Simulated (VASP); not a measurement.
# KOs (P-6m2) in VASP: notebook

KOs is run at these levels: PBE; tasks: single point.

Everything below comes from runs of VASP 6.6.1. Logs are shortened: lines on timing, memory, paths and dates and some standing lists are left out, and cuts for length are marked.

### Step 1. The cell of the first run

The structure is hexagonal, space group P-6m2 (No. 187). Conventional cell: a = 2.769 Å, b = 2.769 Å, c = 5.811 Å, α = 90.00°, β = 90.00°, γ = 120.00°. K (site symmetry -6m2) has 6 K at 2.77 Å and 6 Os at 3.32 Å within 3.7 Å. Within 3.7 Å of Os (site symmetry -6m2) lie 6 Os at 2.77 Å and 6 K at 3.32 Å.

The cell was generated, and may not be a known phase.

### Step 2. Single point, PBE

Contents of INCAR:

```
  PREC = Accurate
  ENCUT = 520
  EDIFF = 1E-7
  ISMEAR = 0
  SIGMA = 0.1
  LREAL = False
  LASPH = True
  NELM = 80
  ALGO = Normal
  ISIF = 2
  LWAVE = False
  LCHARG = False
  GGA = PE
  NBANDS = 16
```

Contents of KPOINTS:

```
regular mesh
0
Gamma
  6 6 4
```

Contents of POSCAR:

```
KOs
1.0
    2.7693506851     -0.0000000020      0.0000000000
   -1.3846753408      2.3983280462      0.0000000000
    0.0000000000      0.0000000000      5.8111348777
K Os
1 1
Direct
    0.3333333333      0.6666666667      0.5000000000
    0.0000000000      0.0000000000      0.0000000000
```

Potentials or basis: VASP PAW PBE potentials, release 64 (K_sv, Os).

Command:

```
> cat potpaw_PBE.64/K_sv/POTCAR potpaw_PBE.64/Os/POTCAR > POTCAR
> mpirun -np 1 vasp_std > vasp.out
```

OUTCAR:

```text
PREC = Accurate
   ENCUT = 520
   EDIFF = 1E-7
   ISMEAR = 0
   LREAL = False
   LASPH = True
   NELM = 80
   ISIF = 2
   GGA = PE

 ion  position               nearest neighbor table
   1  0.333  0.667  0.500-   2 3.32   2 3.32   2 3.32   2 3.32   2 3.32   2 3.32
   2  0.000  0.000  0.000-   1 3.32   1 3.32   1 3.32   1 3.32   1 3.32   1 3.32

  LATTYP: Found a hexagonal cell.
 ALAT       =     2.7693506851
 C/A-ratio  =     2.0983745067

  Lattice vectors:

 A1 = (   2.7693506851,  -0.0000000020,   0.0000000000)
 A2 = (  -1.3846753408,   2.3983280462,   0.0000000000)
 A3 = (   0.0000000000,   0.0000000000,   5.8111348777)

Analysis of symmetry for initial positions (statically):
=====================================================================
 Subroutine PRICEL returns:
 Original cell was already a primitive cell.

 Routine SETGRP: Setting up the symmetry group for a
 hexagonal supercell.

 Subroutine GETGRP returns: Found 12 space group operations
 (whereof 12 operations were pure point group operations)
 out of a pool of 24 trial point group operations.

The static configuration has the point symmetry D_3h.

Analysis of symmetry for dynamics (positions and initial velocities):
=====================================================================
 Subroutine PRICEL returns:
 Original cell was already a primitive cell.

 Routine SETGRP: Setting up the symmetry group for a
 hexagonal supercell.

 Subroutine GETGRP returns: Found 12 space group operations
 (whereof 12 operations were pure point group operations)
 out of a pool of 24 trial point group operations.

The dynamic configuration has the point symmetry D_3h.

 Subroutine INISYM returns: Found 12 space group operations
 (whereof 12 operations are pure point group operations),
 and found     1 'primitive' translations

----------------------------------------------------------------------------------------

                                     Primitive cell

  volume of cell :      38.5965

  direct lattice vectors                    reciprocal lattice vectors
     2.769350685 -0.000000002  0.000000000     0.361095475  0.208478569  0.000000000
    -1.384675341  2.398328046  0.000000000     0.000000000  0.416957139  0.000000000
     0.000000000  0.000000000  5.811134878     0.000000000  0.000000000  0.172083426

  length of vectors
     2.769350685  2.769350685  5.811134878     0.416957139  0.416957139  0.172083426

  position of ions in fractional coordinates (direct lattice)
     0.333333333  0.666666667  0.500000000
     0.000000000  0.000000000  0.000000000

  ion indices of the primitive-cell ions
   primitive index   ion index
                 1           1
                 2           2

----------------------------------------------------------------------------------------

 KPOINTS: regular mesh

Automatic generation of k-mesh.
 Grid dimensions read from file:
 generate k-points for:    6    6    4

 Generating k-lattice:

  Cartesian coordinates                     Fractional coordinates (reciprocal lattice)
     0.060182579  0.034746428  0.000000000     0.166666667 -0.000000000  0.000000000
     0.000000000  0.069492856  0.000000000     0.000000000  0.166666667  0.000000000
     0.000000000  0.000000000  0.043020857     0.000000000  0.000000000  0.250000000

  Length of vectors
     0.069492856  0.069492856  0.043020857

  Shift w.r.t. Gamma in fractional coordinates (k-lattice)
     0.000000000  0.000000000  0.000000000

 Subroutine IBZKPT returns following result:
 ===========================================

 Found     21 irreducible k-points:

 Following reciprocal coordinates:
            Coordinates               Weight
  0.000000  0.000000  0.000000      1.000000
  0.166667 -0.000000  0.000000      6.000000
  0.333333 -0.000000  0.000000      6.000000
  0.500000 -0.000000  0.000000      3.000000
  0.166667  0.166667  0.000000      6.000000
  0.333333  0.166667  0.000000     12.000000
[... 13 lines left out ...]
  0.333333  0.166667  0.500000     12.000000
  0.333333  0.333333  0.500000      2.000000
   k-points           NKPTS =     21   k-points in BZ     NKDIM =     21   number of bands    NBANDS=     16
   number of dos      NEDOS =    301   number of ions     NIONS =      2
   total plane-waves  NPLWV =  27648
   dimension x,y,z NGX =    24 NGY =   24 NGZ =   48
   dimension x,y,z NGXF=    48 NGYF=   48 NGZF=   96
   ions per type =               1   1
   NGX,Y,Z   is equivalent  to a cutoff of  14.41, 14.41, 13.73 a.u.
   NGXF,Y,Z  is equivalent  to a cutoff of  28.81, 28.81, 27.46 a.u.
 SYSTEM =  unknown system
   PREC   = accura    normal or accurate (medium, high low for compatibility)
   ISTART =      0    job   : 0-new  1-cont  2-samecut
   ICHARG =      2    charge: 1-file 2-atom 10-const
   ISPIN  =      1    spin polarized calculation?
   LNONCOLLINEAR =      F non collinear calculations
   LSORBIT =      F    spin-orbit coupling
   LASPH  =      T    aspherical Exc in radial PAW
   ENCUT  =  520.0 eV  38.22 Ry    6.18 a.u.   5.15  5.15 10.80*2*pi/ulx,y,z
   NELM   =     80;   NELMIN=  2; NELMDL= -5     # of ELM steps
   EDIFF  = 0.1E-06   stopping-criterion for ELM
   LREAL  =      F    real-space projection
   EDIFFG = 0.1E-05   stopping-criterion for IOM
   NSW    =      0    number of steps for IOM
   IBRION =     -1    ionic relax: 0-MD 1-quasi-New 2-CG
   NFREE  =      0    steps in history (QN), initial steepest desc. (CG)
   ISIF   =      2    stress and relaxation
   ISYM   =      2    0-nonsym 1-usesym 2-fastsym
   POTIM  = 0.5000    time-step for ionic-motion
   TEBEG  =    0.0;   TEEND  =   0.0 temperature during run
   PSTRESS=    0.0 pullay stress
   NELECT =      17.0000    total number of electrons
   NUPDOWN=      -1.0000    fix difference up-down
   EMIN   =  10.00;   EMAX   =-10.00  energy-range for DOS
   EFERMI =   0.00;   METHOD = LEGACY
   ISMEAR =     0;   SIGMA  =   0.10  broadening in eV -4-tet -1-fermi 0-gaus
   EFERMI_NEDOS =   21; number of points for ismear=-14 and -15
   IALGO  =     38    algorithm
   IMIX   =      4    mixing-type and parameters
     AMIX     =   0.40;   BMIX     =  1.00
     AMIX_MAG =   1.60;   BMIX_MAG =  1.00
  volume/ion in A,a.u.               =      19.30       130.23
  Fermi-wavevector in a.u.,A,eV,Ry     =   1.245591  2.353825 21.109382  1.551496
  Thomas-Fermi vector in A             =   2.379806
   LORBIT       =      0    0 simple, 1 ext, 2 COOP (PROOUT), +10 PAW based schemes
   GGA     = PE    functional components
   LHFCALC =     F    Hartree Fock is set to
   AEXX    =    0.0000 exact exchange contribution
   IVDW    =     0    specifies the selected vdW correction
   LEPSILON=     F    determine dielectric tensor
   LRPA    =     F    only Hartree local field effects (RPA)
 non-spin polarized calculation
 Gauss-broadening in eV      SIGMA  =   0.10
  energy-cutoff  :      520.00
  volume of cell :       38.60
 maximum number of plane-waves:      1050
 NGX is ok and might be reduce to    24
   NGX = 11   NGY = 11   NGZ = 21

 number of electron      17.0000000 magnetization

 Free energy of the ion-electron system (eV)
  ---------------------------------------------------
  ext. energy  EPLUGINS =         0.00000000
  ---------------------------------------------------
  free energy    TOTEN  =        -9.77814776 eV

  energy without entropy =       -9.77608426  energy(sigma->0) =       -9.77711601

 E-fermi :   5.0803     XC(G=0): -11.1351

 val. band max:        4.6210025007   @ k =   0.0000   0.0000   0.2500
 cond. band min:       5.1748697946   @ k =   0.1667   0.1667   0.0000
 fundamental gap:      0.5538672938
 Fermi energy:         5.0802887763

 k-point     1 :       0.0000    0.0000    0.0000
  band No.  band energies     occupation
      1     -28.2017      2.00000
      2     -11.2494      2.00000
      3      -9.6070      2.00000
      4      -9.6070      2.00000
      5      -2.1523      2.00000
      6       1.8398      2.00000
[... 8 lines left out ...]
     15      13.4438      0.00000
     16      14.8426      0.00000

 k-point     2 :       0.1667   -0.0000    0.0000
  band No.  band energies     occupation
      1     -27.9845      2.00000
      2     -11.0509      2.00000
      3     -10.6104      2.00000
      4      -9.8155      2.00000
      5      -1.0838      2.00000
      6       2.3351      2.00000
[... 8 lines left out ...]
     15      13.5172      0.00000
     16      13.5742      0.00000

 k-point     3 :       0.3333   -0.0000    0.0000
  band No.  band energies     occupation
      1     -27.5098      2.00000
      2     -12.3739      2.00000
      3     -10.6237      2.00000
      4     -10.2047      2.00000
      5       0.3042      2.00000
      6       2.2715      2.00000
[... 8 lines left out ...]
     15      13.8921      0.00000
     16      13.9352      0.00000

 k-point     4 :       0.5000   -0.0000    0.0000
  band No.  band energies     occupation
      1     -27.2478      2.00000
      2     -13.1871      2.00000
      3     -10.3924      2.00000
      4     -10.3873      2.00000
      5       0.1416      2.00000
      6       1.6944      2.00000
[... 8 lines left out ...]
     15      13.9943      0.00000
     16      14.6908      0.00000

 k-point     5 :       0.1667    0.1667    0.0000
  band No.  band energies     occupation
      1     -27.6352      2.00000
      2     -11.7713      2.00000
      3     -10.7354      2.00000
      4     -10.3495      2.00000
      5       0.6848      2.00000
      6       2.2629      2.00000
[... 8 lines left out ...]
     15      13.4261      0.00000
     16      14.2904      0.00000

 k-point     6 :       0.3333    0.1667    0.0000
  band No.  band energies     occupation
      1     -27.2523      2.00000
      2     -12.7714      2.00000
      3     -10.9740      2.00000
      4     -10.3957      2.00000
      5       1.1765      2.00000
      6       2.0740      2.00000
[... 8 lines left out ...]
     15      13.5446      0.00000
     16      14.8014      0.00000

 k-point     7 :       0.3333    0.3333    0.0000
  band No.  band energies     occupation
      1     -27.1201      2.00000
      2     -12.2120      2.00000
      3     -12.1937      2.00000
      4     -10.2794      2.00000
      5       2.6281      2.00000
      6       2.8906      2.00000
[... 8 lines left out ...]
     15      12.0898      0.00000
     16      13.9058      0.00000

 k-point     8 :       0.0000    0.0000    0.2500
  band No.  band energies     occupation
      1     -28.2010      2.00000
      2     -11.2803      2.00000
      3      -9.6071      2.00000
      4      -9.6071      2.00000
      5      -1.9694      2.00000
      6       2.0929      2.00000
[... 8 lines left out ...]
     15      14.4106      0.00000
     16      14.8444      0.00000

 k-point     9 :       0.1667   -0.0000    0.2500
  band No.  band energies     occupation
      1     -27.9840      2.00000
      2     -11.0730      2.00000
      3     -10.6086      2.00000
      4      -9.8157      2.00000
      5      -0.9167      2.00000
      6       2.4702      2.00000
[... 8 lines left out ...]
     15      12.4283      0.00000
     16      14.3640      0.00000
[... 115 lines left out ...]
 k-point    16 :       0.1667   -0.0000    0.5000
  band No.  band energies     occupation
      1     -27.9834      2.00000
      2     -11.0948      2.00000
      3     -10.6071      2.00000
      4      -9.8158      2.00000
      5      -0.7385      2.00000
      6       2.8451      2.00000
[... 8 lines left out ...]
     15      12.0810      0.00000
     16      14.2976      0.00000

 k-point    17 :       0.3333   -0.0000    0.5000
  band No.  band energies     occupation
      1     -27.5095      2.00000
      2     -12.3690      2.00000
      3     -10.6344      2.00000
      4     -10.2055      2.00000
      5       0.3640      2.00000
      6       1.9937      2.00000
[... 8 lines left out ...]
     15      13.3541      0.00000
     16      14.8619      0.00000

 k-point    18 :       0.5000   -0.0000    0.5000
  band No.  band energies     occupation
      1     -27.2479      2.00000
      2     -13.1820      2.00000
      3     -10.3882      2.00000
      4     -10.3869      2.00000
      5       0.1301      2.00000
      6       1.5478      2.00000
[... 8 lines left out ...]
     15      13.0358      0.00000
     16      13.5359      0.00000

 k-point    19 :       0.1667    0.1667    0.5000
  band No.  band energies     occupation
      1     -27.6346      2.00000
      2     -11.7666      2.00000
      3     -10.7546      2.00000
      4     -10.3498      2.00000
      5       0.9365      2.00000
      6       2.2555      2.00000
[... 8 lines left out ...]
     15      12.6057      0.00000
     16      14.4828      0.00000

 k-point    20 :       0.3333    0.1667    0.5000
  band No.  band energies     occupation
      1     -27.2524      2.00000
      2     -12.7670      2.00000
      3     -10.9739      2.00000
      4     -10.3922      2.00000
      5       1.1746      2.00000
      6       1.9468      2.00000
[... 8 lines left out ...]
     15      12.2697      0.00000
     16      15.0113      0.00000

 k-point    21 :       0.3333    0.3333    0.5000
  band No.  band energies     occupation
      1     -27.1203      2.00000
      2     -12.2050      2.00000
      3     -12.1959      2.00000
      4     -10.2706      2.00000
      5       2.7824      2.00000
      6       2.8739      2.00000
[... 8 lines left out ...]
     15      13.6210      0.00000
     16      13.6976      0.00000

------------------------ aborting loop because EDIFF is reached ----------------------------------------

  FORCE on cell =-STRESS in cart. coord.  units (eV):
  Direction    XX          YY          ZZ          XY          YZ          ZX
  --------------------------------------------------------------------------------------
  -------------------------------------------------------------------------------------
  Total        0.0570589      0.0570589      0.0280324      0.0000000      0.0000000      0.0000000
  in kB        2.3685702      2.3685702      1.1636517      0.0000000      0.0000000      0.0000000
  external PRESSURE =       1.9669307 kB  Pullay stress =       0.0000000 kB

 VOLUME and BASIS-vectors are now :
 -----------------------------------------------------------------------------
  energy-cutoff  :      520.00
  volume of cell :       38.60
      direct lattice vectors                 reciprocal lattice vectors
     2.769350685 -0.000000002  0.000000000     0.361095475  0.208478569  0.000000000
    -1.384675341  2.398328046  0.000000000     0.000000000  0.416957139  0.000000000
     0.000000000  0.000000000  5.811134878     0.000000000  0.000000000  0.172083426

 POSITION                                       TOTAL-FORCE (eV/Angst)
 -----------------------------------------------------------------------------------
      0.00000      1.59889      2.90557        -0.000000     -0.000000      0.000000
      0.00000      0.00000      0.00000         0.000000      0.000000      0.000000
 -----------------------------------------------------------------------------------
    total drift:                                0.000000     -0.000000     -0.000000

  FREE ENERGIE OF THE ION-ELECTRON SYSTEM (eV)
  ---------------------------------------------------
  free  energy   TOTEN  =        -9.7781477639 eV

  energy  without entropy=       -9.7760842590  energy(sigma->0) =       -9.77711601
```

It took 26 s on 1 thread of Intel Xeon 8259CL, shared host; peak memory 0.17 GiB.

What came out:

```
Free energy            : -9.7781 eV
Pressure               : 0.2 GPa
Band gap on the k mesh : zero (an odd number of electrons rules out a gap without spin polarisation)
```

Stress tensor (GPa, compression positive):
```
0.24 0.00 0.00
0.00 0.24 0.00
0.00 0.00 0.12
```

Levels at points of the mesh, in eV from the Fermi level:
| k point | band 5 | band 6 | band 7 | band 8 | band 9 | band 10 | band 11 | band 12 | band 13 | band 14 |
| --- | --- | --- | --- | --- | --- | --- | --- | --- | --- | --- |
| (0.00, 0.00, 0.00) | -7.23 | -3.24 | -1.51 | -1.51 | 0.58 | 1.07 | 1.07 | 1.81 | 5.52 | 5.52 |
| (0.50, 0.00, 0.00) | -4.94 | -3.39 | -1.21 | 0.13 | 0.77 | 1.22 | 1.89 | 3.00 | 6.70 | 8.32 |
| (0.00, 0.00, 0.50) | -6.86 | -2.33 | -1.72 | -1.51 | -1.51 | 1.06 | 1.06 | 2.12 | 5.57 | 5.57 |
| (0.50, 0.00, 0.50) | -4.95 | -3.53 | -1.77 | 0.20 | 0.96 | 1.49 | 3.00 | 4.16 | 4.87 | 7.81 |

Caveat: the k points lie up to 0.44 Å⁻¹ apart, too coarse for converged energies and pressures of a metal; spin-orbit coupling is left out, which moves the levels of the heavy elements.

(Continued in part 2 of 2.)

The gap in the log of VASP goes by the Fermi energy; the results here count the filled bands.